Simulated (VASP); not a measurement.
# NiO (Fm-3m) in VASP: a series of runs

Runs on NiO. Level: PBE. Tasks: single point.

Everything below comes from runs of VASP 6.6.1. Logs are shortened: lines on timing, memory, paths and dates and some standing lists are left out, and cuts for length are marked.

### Step 1. The cell of the first run

Symmetry: Fm-3m, No. 225, cubic system. The conventional cell has a = 4.299 Å, b = 4.299 Å, c = 4.299 Å, α = 90.00°, β = 90.00°, γ = 90.00°. Ni (site symmetry m-3m) has 6 O at 2.15 Å within 2.8 Å. Within 2.8 Å of O (site symmetry m-3m) lie 6 Ni at 2.15 Å.

### Step 2. Single point, PBE, collinear spin, ferromagnetic start (volume scaled by 1.06)

INCAR

```
PREC = Accurate ; ENCUT = 520
EDIFF = 1E-6 ; ISMEAR = 0
SIGMA = 0.1 ; LREAL = False
LASPH = True ; NELM = 150
ALGO = Normal ; ISIF = 2
LWAVE = False ; LCHARG = True
ISPIN = 2 ; MAGMOM = 1.6 0.32
LORBIT = 11 ; LMAXMIX = 4
GGA = PE ; LELF = True
LVHAR = True ; NBANDS = 19
```

KPOINTS

```
Automatic mesh
0
Gamma
  18 18 18
```

POSCAR

```
NiO
1.0
    0.0000000000      2.1495233461      2.1495233461
    2.1495233461      0.0000000000      2.1495233461
    2.1495233461      2.1495233461      0.0000000000
Ni O
1 1
Direct
    0.0000000000      0.0000000000      0.0000000000
    0.5000000000      0.5000000000      0.5000000000
```

Potentials or basis: VASP PAW PBE potentials, release 64 (Ni, O).

The run is started by

```
$ cat potpaw_PBE.64/Ni/POTCAR potpaw_PBE.64/O/POTCAR > POTCAR
$ mpirun -np 1 vasp_std > vasp.out
```

OUTCAR:

```text
PREC = Accurate
   ENCUT = 520
   EDIFF = 1E-6
   ISMEAR = 0
   LREAL = False
   LASPH = True
   NELM = 150
   ISIF = 2
   ISPIN = 2
   LORBIT = 11
   GGA = PE

 ion  position               nearest neighbor table
   1  0.000  0.000  0.000-   2 2.15   2 2.15   2 2.15   2 2.15   2 2.15   2 2.15
   2  0.500  0.500  0.500-   1 2.15   1 2.15   1 2.15   1 2.15   1 2.15   1 2.15

  LATTYP: Found a face centered cubic cell.
 ALAT       =     4.2990466922

  Lattice vectors:

 A1 = (   0.0000000000,   2.1495233461,   2.1495233461)
 A2 = (   2.1495233461,   0.0000000000,   2.1495233461)
 A3 = (   2.1495233461,   2.1495233461,   0.0000000000)

Analysis of symmetry for initial positions (statically):
=====================================================================
 Subroutine PRICEL returns:
 Original cell was already a primitive cell.

 Routine SETGRP: Setting up the symmetry group for a
 face centered cubic supercell.

 Subroutine GETGRP returns: Found 48 space group operations
 (whereof 48 operations were pure point group operations)
 out of a pool of 48 trial point group operations.

The static configuration has the point symmetry O_h .

Analysis of symmetry for dynamics (positions and initial velocities):
=====================================================================
 Subroutine PRICEL returns:
 Original cell was already a primitive cell.

 Routine SETGRP: Setting up the symmetry group for a
 face centered cubic supercell.

 Subroutine GETGRP returns: Found 48 space group operations
 (whereof 48 operations were pure point group operations)
 out of a pool of 48 trial point group operations.

The dynamic configuration has the point symmetry O_h .

Analysis of structural, dynamic, and magnetic symmetry:
=====================================================================
 Subroutine PRICEL returns:
 Original cell was already a primitive cell.

 Routine SETGRP: Setting up the symmetry group for a
 face centered cubic supercell.

 Subroutine GETGRP returns: Found 48 space group operations
 (whereof 48 operations were pure point group operations)
 out of a pool of 48 trial point group operations.

The overall configuration has the point symmetry O_h .

 Subroutine INISYM returns: Found 48 space group operations
 (whereof 48 operations are pure point group operations),
 and found     1 'primitive' translations

----------------------------------------------------------------------------------------

                                     Primitive cell

  volume of cell :      19.8635

  direct lattice vectors                    reciprocal lattice vectors
     0.000000000  2.149523346  2.149523346    -0.232609709  0.232609709  0.232609709
     2.149523346  0.000000000  2.149523346     0.232609709 -0.232609709  0.232609709
     2.149523346  2.149523346  0.000000000     0.232609709  0.232609709 -0.232609709

  length of vectors
     3.039885069  3.039885069  3.039885069     0.402891834  0.402891834  0.402891834

  position of ions in fractional coordinates (direct lattice)
     0.000000000  0.000000000  0.000000000
     0.500000000  0.500000000  0.500000000

  ion indices of the primitive-cell ions
   primitive index   ion index
                 1           1
                 2           2

----------------------------------------------------------------------------------------

 KPOINTS: Automatic mesh

Automatic generation of k-mesh.
 Grid dimensions read from file:
 generate k-points for:   18   18   18

 Generating k-lattice:

  Cartesian coordinates                     Fractional coordinates (reciprocal lattice)
    -0.012922762  0.012922762  0.012922762     0.055555556  0.000000000  0.000000000
     0.012922762 -0.012922762  0.012922762     0.000000000  0.055555556  0.000000000
     0.012922762  0.012922762 -0.012922762     0.000000000  0.000000000  0.055555556

  Length of vectors
     0.022382880  0.022382880  0.022382880

  Shift w.r.t. Gamma in fractional coordinates (k-lattice)
     0.000000000  0.000000000  0.000000000

 Subroutine IBZKPT returns following result:
 ===========================================

 Found    195 irreducible k-points:

 Following reciprocal coordinates:
            Coordinates               Weight
  0.000000  0.000000  0.000000      1.000000
  0.055556  0.000000  0.000000      8.000000
  0.111111  0.000000  0.000000      8.000000
  0.166667  0.000000  0.000000      8.000000
  0.222222  0.000000  0.000000      8.000000
  0.277778  0.000000  0.000000      8.000000
[... 16 lines left out ...]
 -0.277778  0.055556  0.000000     24.000000
 -0.222222  0.055556  0.000000     24.000000
 [... further k-points ...]
   k-points           NKPTS =    195   k-points in BZ     NKDIM =    195   number of bands    NBANDS=     19
   number of dos      NEDOS =    301   number of ions     NIONS =      2
   total plane-waves  NPLWV =  13824
   dimension x,y,z NGX =    24 NGY =   24 NGZ =   24
   dimension x,y,z NGXF=    48 NGYF=   48 NGZF=   48
   ions per type =               1   1
   NGX,Y,Z   is equivalent  to a cutoff of  13.13, 13.13, 13.13 a.u.
   NGXF,Y,Z  is equivalent  to a cutoff of  26.25, 26.25, 26.25 a.u.
 SYSTEM =  unknown system
   PREC   = accura    normal or accurate (medium, high low for compatibility)
   ISTART =      0    job   : 0-new  1-cont  2-samecut
   ICHARG =      2    charge: 1-file 2-atom 10-const
   ISPIN  =      2    spin polarized calculation?
   LNONCOLLINEAR =      F non collinear calculations
   LSORBIT =      F    spin-orbit coupling
   LASPH  =      T    aspherical Exc in radial PAW
   ENCUT  =  520.0 eV  38.22 Ry    6.18 a.u.   5.65  5.65  5.65*2*pi/ulx,y,z
   NELM   =    150;   NELMIN=  2; NELMDL= -5     # of ELM steps
   EDIFF  = 0.1E-05   stopping-criterion for ELM
   LREAL  =      F    real-space projection
   EDIFFG = 0.1E-04   stopping-criterion for IOM
   NSW    =      0    number of steps for IOM
   IBRION =     -1    ionic relax: 0-MD 1-quasi-New 2-CG
   NFREE  =      0    steps in history (QN), initial steepest desc. (CG)
   ISIF   =      2    stress and relaxation
   ISYM   =      2    0-nonsym 1-usesym 2-fastsym
   POTIM  = 0.5000    time-step for ionic-motion
   TEBEG  =    0.0;   TEEND  =   0.0 temperature during run
   PSTRESS=    0.0 pullay stress
   NELECT =      16.0000    total number of electrons
   NUPDOWN=      -1.0000    fix difference up-down
   EMIN   =  10.00;   EMAX   =-10.00  energy-range for DOS
   EFERMI =   0.00;   METHOD = LEGACY
   ISMEAR =     0;   SIGMA  =   0.10  broadening in eV -4-tet -1-fermi 0-gaus
   EFERMI_NEDOS =   21; number of points for ismear=-14 and -15
   IALGO  =     38    algorithm
   IMIX   =      4    mixing-type and parameters
     AMIX     =   0.40;   BMIX     =  1.00
     AMIX_MAG =   1.60;   BMIX_MAG =  1.00
  volume/ion in A,a.u.               =       9.93        67.02
  Fermi-wavevector in a.u.,A,eV,Ry     =   1.523220  2.878469 31.568230  2.320199
  Thomas-Fermi vector in A             =   2.631693
   LORBIT       =     11    0 simple, 1 ext, 2 COOP (PROOUT), +10 PAW based schemes
   GGA     = PE    functional components
   LHFCALC =     F    Hartree Fock is set to
   AEXX    =    0.0000 exact exchange contribution
   IVDW    =     0    specifies the selected vdW correction
   LEPSILON=     F    determine dielectric tensor
   LRPA    =     F    only Hartree local field effects (RPA)
 spin polarized calculation
 Gauss-broadening in eV      SIGMA  =   0.10
  energy-cutoff  :      520.00
  volume of cell :       19.86
 maximum number of plane-waves:       547
   NGX = 11   NGY = 11   NGZ = 11

 number of electron      15.9999993 magnetization       1.8857149

 Free energy of the ion-electron system (eV)
  ---------------------------------------------------
  ext. energy  EPLUGINS =         0.00000000
  ---------------------------------------------------
  free energy    TOTEN  =       -11.44857166 eV

  energy without entropy =      -11.44383983  energy(sigma->0) =      -11.44620574

 E-fermi :   6.6153     XC(G=0): -12.1783

 val. band max:        6.6149933245   @ k =  -0.2778   0.2222   0.0000
 cond. band min:       6.6188850109   @ k =  -0.2778   0.1667   0.0000
 fundamental gap:      0.0038916864
 Fermi energy:         6.6153193759

 spin component 1

 k-point     1 :       0.0000    0.0000    0.0000
  band No.  band energies     occupation
      1     -12.8862      1.00000
      2       3.5359      1.00000
      3       3.5359      1.00000
      4       4.0520      1.00000
      5       4.0520      1.00000
      6       4.0520      1.00000
[... 11 lines left out ...]
     18      31.5153      0.00000
     19      31.5154      0.00000

 k-point     2 :       0.0556    0.0000    0.0000
  band No.  band energies     occupation
      1     -12.8562      1.00000
      2       3.2835      1.00000
      3       3.2835      1.00000
      4       3.6321      1.00000
      5       4.0785      1.00000
      6       4.0785      1.00000
[... 476 lines left out ...]
 k-point    24 :      -0.2222    0.0556    0.0000
  band No.  band energies     occupation
      1     -12.3695      1.00000
      2       1.1268      1.00000
      3       1.9067      1.00000
      4       2.2176      1.00000
      5       4.2853      1.00000
      6       4.3524      1.00000
[... 11 lines left out ...]
     18      35.3424      0.00000
     19      36.2891      0.00000

 [... further k-points ...]

 spin component 2

 k-point     1 :       0.0000    0.0000    0.0000
  band No.  band energies     occupation
      1     -12.3942      1.00000
      2       4.6101      1.00000
      3       4.6101      1.00000
      4       4.6101      1.00000
      5       5.0000      1.00000
      6       5.0003      1.00000
[... 11 lines left out ...]
     18      32.1264      0.00000
     19      32.1266      0.00000

 k-point     2 :       0.0556    0.0000    0.0000
  band No.  band energies     occupation
      1     -12.3631      1.00000
      2       4.2297      1.00000
      3       4.4405      1.00000
      4       4.4405      1.00000
      5       5.0621      1.00000
      6       5.0623      1.00000
[... 476 lines left out ...]
 k-point    24 :      -0.2222    0.0556    0.0000
  band No.  band energies     occupation
      1     -11.8569      1.00000
      2       1.6453      1.00000
      3       3.2190      1.00000
      4       3.2860      1.00000
      5       5.3159      1.00000
      6       5.5217      1.00000
[... 11 lines left out ...]
     18      35.8910      0.00000
     19      36.9118      0.00000

 [... further k-points ...]
[... 5 lines left out ...]
  --------------------------------------------------------------------------------------
  -------------------------------------------------------------------------------------
  Total       -1.1295150     -1.1295150     -1.1295150     -0.0000000     -0.0000000     -0.0000000
  in kB      -91.1058115    -91.1058115    -91.1058115     -0.0000000     -0.0000000     -0.0000000
  external PRESSURE =     -91.1058115 kB  Pullay stress =       0.0000000 kB

 VOLUME and BASIS-vectors are now :
 -----------------------------------------------------------------------------
  energy-cutoff  :      520.00
  volume of cell :       19.86
      direct lattice vectors                 reciprocal lattice vectors
     0.000000000  2.149523346  2.149523346    -0.232609709  0.232609709  0.232609709
     2.149523346  0.000000000  2.149523346     0.232609709 -0.232609709  0.232609709
     2.149523346  2.149523346  0.000000000     0.232609709  0.232609709 -0.232609709

 POSITION                                       TOTAL-FORCE (eV/Angst)
 -----------------------------------------------------------------------------------
      0.00000      0.00000      0.00000         0.000000      0.000000      0.000000
      2.14952      2.14952      2.14952        -0.000000     -0.000000     -0.000000
 -----------------------------------------------------------------------------------
    total drift:                                0.000000     -0.000000     -0.000000

  FREE ENERGIE OF THE ION-ELECTRON SYSTEM (eV)
  ---------------------------------------------------
  free  energy   TOTEN  =       -11.4485716570 eV

  energy  without entropy=      -11.4438398274  energy(sigma->0) =      -11.44620574

 total charge

# of ion       s       p       d       tot
------------------------------------------
    1        0.307   0.344   8.183   8.834
    2        1.556   3.385   0.000   4.941
--------------------------------------------------
tot          1.863   3.729   8.183  13.775

 magnetization (x)

# of ion       s       p       d       tot
------------------------------------------
    1        0.011   0.013   1.513   1.537
    2        0.026   0.273   0.000   0.299
--------------------------------------------------
tot          0.036   0.287   1.513   1.836
```

It took 1.8 min on 1 thread of AMD EPYC 9R45 (Zen 5), shared host; peak memory 0.2 GiB.

Results:

```yaml
Free_energy: -11.4486 eV
Pressure: -9.1 GPa
Net_moment: 1.89 μB per cell
Site_moments: Ni +1.54; O +0.30 μB
Valence_electrons_inside_the_program's_atomic_spheres: Ni 8.83; O 4.94
```

Levels at points of the mesh, in eV from the Fermi level:
Spin up:
```
           k point  band 7  band 8  band 9  band 10  band 11  band 12
(0.00, 0.00, 0.00)   -2.48   -2.48   -2.48     1.16    17.64    18.34
(0.50, 0.00, 0.00)   -1.42    0.13    0.13     5.49     9.22    13.52
(0.50, 0.50, 0.00)   -2.39   -1.65   -1.65     5.65    10.10    11.93
```
Spin down:
| k point | band 3 | band 4 | band 5 | band 6 | band 7 | band 8 | band 9 | band 10 | band 11 | band 12 |
| --- | --- | --- | --- | --- | --- | --- | --- | --- | --- | --- |
| (0.00, 0.00, 0.00) | -2.01 | -2.01 | -1.62 | -1.62 | -1.62 | -0.36 | -0.36 | 1.52 | 17.57 | 18.55 |
| (0.50, 0.00, 0.00) | -4.11 | -4.11 | -0.85 | -0.85 | -0.51 | 2.15 | 2.15 | 5.67 | 9.79 | 13.82 |
| (0.50, 0.50, 0.00) | -3.24 | -3.24 | -2.43 | -0.70 | -0.70 | 0.01 | 0.40 | 6.13 | 10.48 | 12.18 |

Caveat: a cell with one magnetic atom can't hold antiferromagnetic order, which such compounds often take; semilocal functionals often make such compounds metallic where correlation or magnetic order opens a gap, which also shifts bond lengths.

### Step 3. Single point, PBE, collinear spin, ferromagnetic start (volume scaled by 1.10)

INCAR

```
SYSTEM = NiO
PREC = Accurate ; ENCUT = 520
EDIFF = 1E-6 ; ISMEAR = 0
SIGMA = 0.1 ; LREAL = .FALSE.
LASPH = .TRUE. ; NELM = 150
ALGO = Normal ; ISIF = 2
LWAVE = .FALSE. ; LCHARG = .TRUE.
ISPIN = 2 ; MAGMOM = 1.6 0.32
LORBIT = 11 ; LMAXMIX = 4
GGA = PE ; LELF = .TRUE.
LVHAR = .TRUE. ; NBANDS = 19
```

KPOINTS

```
Automatic mesh
0
G
  18 18 18
  0 0 0
```

POSCAR

```
NiO
1.0
    0.0000000000      2.1762282301      2.1762282301
    2.1762282301      0.0000000000      2.1762282301
    2.1762282301      2.1762282301      0.0000000000
Ni O
1 1
Direct
    0.0000000000      0.0000000000      0.0000000000
    0.5000000000      0.5000000000      0.5000000000
```

Potentials or basis: VASP PAW PBE potentials, release 64 (Ni, O).

The run is started by

```
$ cat potpaw_PBE.64/Ni/POTCAR potpaw_PBE.64/O/POTCAR > POTCAR
$ mpirun -np 1 vasp_std > vasp.out
```

Wall time 1.8 min (1 thread of AMD EPYC 9R45 (Zen 5), shared host); peak memory 0.21 GiB.

It converged, with:

```yaml
Free_energy: -11.3958 eV
Pressure: -13.7 GPa
Net_moment: 1.93 μB per cell
Site_moments: Ni +1.56; O +0.31 μB
Valence_electrons_inside_the_program's_atomic_spheres: Ni 8.78; O 4.92
```

Levels at points of the mesh, in eV from the Fermi level:
Spin up:
```tsv
k point	band 6	band 7	band 8	band 9	band 10	band 11	band 12	band 13
(0.00, 0.00, 0.00)	-2.40	-2.39	-2.39	-2.39	1.03	17.55	18.11	18.11
(0.50, 0.00, 0.00)	-1.90	-1.40	0.09	0.09	5.46	8.93	13.32	13.32
(0.50, 0.50, 0.00)	-2.78	-2.43	-1.63	-1.63	5.47	9.91	11.83	15.33
```
Spin down:
| k point | band 4 | band 5 | band 6 | band 7 | band 8 | band 9 | band 10 | band 11 |
| --- | --- | --- | --- | --- | --- | --- | --- | --- |
| (0.00, 0.00, 0.00) | -1.81 | -1.52 | -1.52 | -1.52 | -0.26 | -0.26 | 1.39 | 17.47 |
| (0.50, 0.00, 0.00) | -3.83 | -0.80 | -0.80 | -0.49 | 2.12 | 2.12 | 5.63 | 9.51 |
| (0.50, 0.50, 0.00) | -3.00 | -2.27 | -0.67 | -0.67 | 0.08 | 0.41 | 5.95 | 10.30 |

Caveat: a cell with one magnetic atom can't hold antiferromagnetic order, which such compounds often take; semilocal functionals often make such compounds metallic where correlation or magnetic order opens a gap, which also shifts bond lengths.
